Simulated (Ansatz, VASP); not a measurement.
## One calculation of Hf4C3, two programs

File INCAR:

```
SYSTEM = Hf4C3
PREC = Accurate
ENCUT = 600
EDIFF = 1E-6
ISMEAR = 0
SIGMA = 0.1
LREAL = .False.
LASPH = .True.
NELM = 60
ALGO = Normal
ISIF = 3
LWAVE = .False.
LCHARG = .False.
GGA = PE
IBRION = 2
NSW = 90
EDIFFG = -0.04
```

KPOINTS

```
regular mesh
0
Gamma
  6 6 4
  0 0 0
```

The input POSCAR:

```
Hf4C3
1.0
    4.3057885900      0.0000000000      0.0000000000
   -2.1528942900      3.7289223000      0.0000000000
    0.0000000000      0.0000000000      6.9858642800
Hf C
4 3
Direct
    0.3333333300      0.6666666700      0.6933360900
    0.6666666700      0.3333333300      0.6933360900
    0.6666666700      0.3333333300      0.3066639100
    0.3333333300      0.6666666700      0.3066639100
    0.0000000000      0.0000000000      0.1788885000
    0.0000000000      0.0000000000      0.8211115000
    0.0000000000      0.0000000000      0.5000000000
```

Input for Ansatz:

```yaml
crystal:
  lattice:
    - [4.30578859, 0.0, 0.0]
    - [-2.15289429, 3.7289223, 0.0]
    - [0.0, 0.0, 6.98586428]
  atoms:
    - { symbol: Hf, position: [0.33333333, 0.66666667, 0.69333609] }
    - { symbol: Hf, position: [0.66666667, 0.33333333, 0.69333609] }
    - { symbol: Hf, position: [0.66666667, 0.33333333, 0.30666391] }
    - { symbol: Hf, position: [0.33333333, 0.66666667, 0.30666391] }
    - { symbol: C, position: [0.0, 0.0, 0.1788885] }
    - { symbol: C, position: [0.0, 0.0, 0.8211115] }
    - { symbol: C, position: [0.0, 0.0, 0.5] }
basis:
  ecutwfc: 420
kpoints:
  mp_grid: { grid: [6, 6, 4] }
hamiltonian:
  xc: pbe
scf:
  occupations: { method: gaussian, width: 0.1 }
  lower_state_search: "off"
output:
  forces: true
  stress: true
  eigenvalues: true
relax:
  adjacent_minimum: "off"
  f_tol: 0.04
  max_steps: 70
  cell: { stress_tol: 0.4 }
```

Alike in both runs: task relaxation of cell and atoms; functional PBE; k mesh 6 × 6 × 4; occupations gaussian, width 0.1 eV; no spin polarisation.

|  | VASP | Ansatz |
| --- | --- | --- |
| version | VASP 6.6.1 | Ansatz 0.2.0 |
| potentials or method | VASP PAW PBE potentials, release 64 (Hf_pv, C), cutoff 600 eV | scalar-relativistic, plane waves, PAW |
| valence electrons in the cell | 52 | 116 |

|  | VASP | Ansatz | Ansatz less VASP |
| --- | --- | --- | --- |
| gap on the k mesh at the Fermi level, each at its own relaxed structure (eV) | none | none | - |
| relaxed volume (Å³/atom) | 16.17 | 16.21 | +0.039 |
| relaxed cell length with the largest relative difference (Å) | 5.929 | 5.943 | +0.0144 |

A gap of «none» marks a metal or a gap that the smearing closes. VASP's potentials hold 52 valence electrons a cell and Ansatz's 116, so a difference there can come from the potentials and not from the codes.

Neither program's run includes spin-orbit coupling.
